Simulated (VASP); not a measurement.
Set up this calculation in VASP 6.6.1, as the native input.

| Item | Value |
| --- | --- |
| Task | relaxation of cell and atoms |
| Functional | BLYP |
| Dispersion | D4 |
| Potentials or basis | VASP PAW PBE potentials, release 64 (Ru_pv) |
| Cutoff | 600 eV |
| k mesh | 11 × 11 × 6 |
| Occupations | fermi-dirac, width 0.05 eV |
| Spin | no spin polarisation |
| Dipole correction | no |
| Further INCAR settings | ALGO = Normal; EDIFF = 1e-06; IBRION = 2; EDIFFG = -0.01; NSW = 80; ISIF = 3 |

The structure of Ru lies in POSCAR:

```
Ru
1.0
    2.7058000000      0.0000000000      0.0000000000
   -1.3529000000      2.3432915376      0.0000000000
    0.0000000000      0.0000000000      4.2819000000
Ru
2
Direct
    0.6666666667      0.3333333333      0.7500000000
    0.3333333333      0.6666666667      0.2500000000
```

The input as run:

INCAR

```
SYSTEM = Ru
PREC = Accurate
ENCUT = 600
EDIFF = 1E-6
ISMEAR = -1
SIGMA = 0.05
LREAL = .FALSE.
LASPH = .TRUE.
NELM = 60
ALGO = Normal
ISIF = 3
LWAVE = .FALSE.
LCHARG = .FALSE.
GGA = B5
ALDAX = 1.0
AGGAX = 1.0
AGGAC = 1.0
ALDAC = 0.0
IVDW = 13
VDW_S6 = 1.0
VDW_S8 = 2.34076671
VDW_A1 = 0.44488865
VDW_A2 = 4.0933009
IBRION = 2
NSW = 80
EDIFFG = -0.01
```

KPOINTS

```
regular mesh
0
G
  11 11 6
  0 0 0
```

Potentials or basis: VASP PAW PBE potentials, release 64 (Ru_pv).

Launch:

```bash
$ cat potpaw_PBE.64/Ru_pv/POTCAR > POTCAR
$ mpirun -np 1 vasp_std > vasp.out
```

It gave:

- Relaxed volume: 13.90 Å³/atom
- Relaxed cell: a = 2.728 Å, b = 2.728 Å, c = 4.313 Å, α = 90.00°, β = 90.00°, γ = 120.00°
- Space group after relaxing (to 0.1 Å): P6_3/mmc (No. 194)
- Energy gained by relaxing: 7.9 meV/atom
- Ionic steps: 7
- Pressure after relaxing: 0.1 GPa
- Band gap on the k mesh: zero (bands 14 and 15 overlap by 2.95 eV)
- Dispersion energy per atom: -0.986 eV

Caveat: the PAW data sets were made with another functional, which shifts forces and pressure a little.

It took 3.5 min on 1 thread of Intel Xeon 8259CL (shared host), peak memory 0.18 GiB.
